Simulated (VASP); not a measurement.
A run of VASP 6.6.1 is set up as follows.

INCAR

```
ALGO = Normal
EDIFF = 1E-7
EDIFFG = -0.03
ENCUT = 600
GGA = PE
GGA_COMPAT = F
IBRION = 2
ISIF = 3
ISMEAR = 1
LASPH = T
LCHARG = F
LREAL = F
LWAVE = F
NELM = 120
NELMIN = 4
NSW = 80
PREC = Accurate
PSTRESS = 200.0
SIGMA = 0.05
```

Contents of KPOINTS:

```
k-points
0
Gamma
  15 15 15
```

File POSCAR:

```
Os
1.0
    0.0000000000      2.6300000000      2.6300000000
    2.6300000000      0.0000000000      2.6300000000
    2.6300000000      2.6300000000      0.0000000000
Os
2
Direct
    1.0000000000      1.0000000000      1.0000000000
    0.2500000000      0.2500000000      0.2500000000
```

Potentials or basis: VASP PAW PBE potentials, release 64 (Os).

Command:

```bash
$ cat potpaw_PBE.64/Os/POTCAR > POTCAR
$ mpirun -np 1 vasp_std > vasp.out
```

Problem. What does it give for the relaxed cell?

Solution. a = 3.817 Å, b = 3.817 Å, c = 3.817 Å, α = 60.00°, β = 60.00°, γ = 60.00°.

Problem. What does it give for the band gap on the k mesh?

Solution. Zero (bands 8 and 9 overlap by 1.17 eV).

Step by step:
| step | energy change (eV) | largest force (eV/Å) | pressure (GPa) | volume (Å³) |
| --- | --- | --- | --- | --- |
| 1 | 0.0000 | 0.0000 | 46.49 | 36.38 |
| 2 | 0.5654 | 0.0000 | -28.35 | 54.63 |
| 3 | -0.6507 | 0.0000 | 16.53 | 39.81 |
| 4 | -0.6009 | 0.0000 | 19.69 | 39.37 |
| 5 | -0.5933 | 0.0000 | 20.15 | 39.31 |

Caveat: the cell is relaxed towards a set pressure, so the run minimises the enthalpy, not the energy; spin-orbit coupling is left out, which moves the levels of the heavy elements.
